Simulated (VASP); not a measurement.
SnTe:

```
Te Sn
1.0
     3.90470    0.00000    0.00000
     0.00000    3.90470    0.00000
     0.00000    0.00000    3.90470
Te Sn
1 1
Cartesian
  1.9524 1.9524 1.9524
  0.0000 0.0000 0.0000
```

* Program: VASP 6.6.1
* Task: relaxation of cell and atoms
* Functional: revPBE
* Dispersion: D4
* Potentials or basis: VASP PAW PBE potentials, release 64 (Te, Sn_d)
* Cutoff: 600 eV
* k mesh: 7 × 7 × 7
* Occupations: fermi-dirac, width 0.05 eV
* Spin: no spin polarisation

At the start: pressure -1.0 GPa; volume 29.77 Å³/atom.

Where does the relaxation end?

Over 5 steps the energy falls by 30.1 meV/atom and the volume is 27.09 Å³/atom (-9.0 %); space group Pm-3m (No. 221, to 0.05 Å).

Step by step:
| step | energy change (eV) | largest force (eV/Å) | pressure (GPa) | volume (Å³) |
| --- | --- | --- | --- | --- |
| 1 | 0.0000 | 0.0000 | -1.02 | 59.53 |
| 2 | -0.0251 | 0.0000 | -2.73 | 57.92 |
| 3 | -0.0574 | 0.0000 | 0.99 | 53.24 |
| 4 | -0.0601 | 0.0000 | -0.21 | 54.39 |
| 5 | -0.0602 | 0.0000 | 0.01 | 54.19 |

Final structure:
```
Te Sn
1.0
     3.78412    0.00000    0.00000
     0.00000    3.78412    0.00000
     0.00000    0.00000    3.78412
Te Sn
1 1
Cartesian
  1.8921 1.8921 1.8921
  0.0000 0.0000 0.0000
```

Caveat: the PAW data sets were made with another functional, which shifts forces and pressure a little; pairwise dispersion overbinds metals, which lowers pressure and volume.
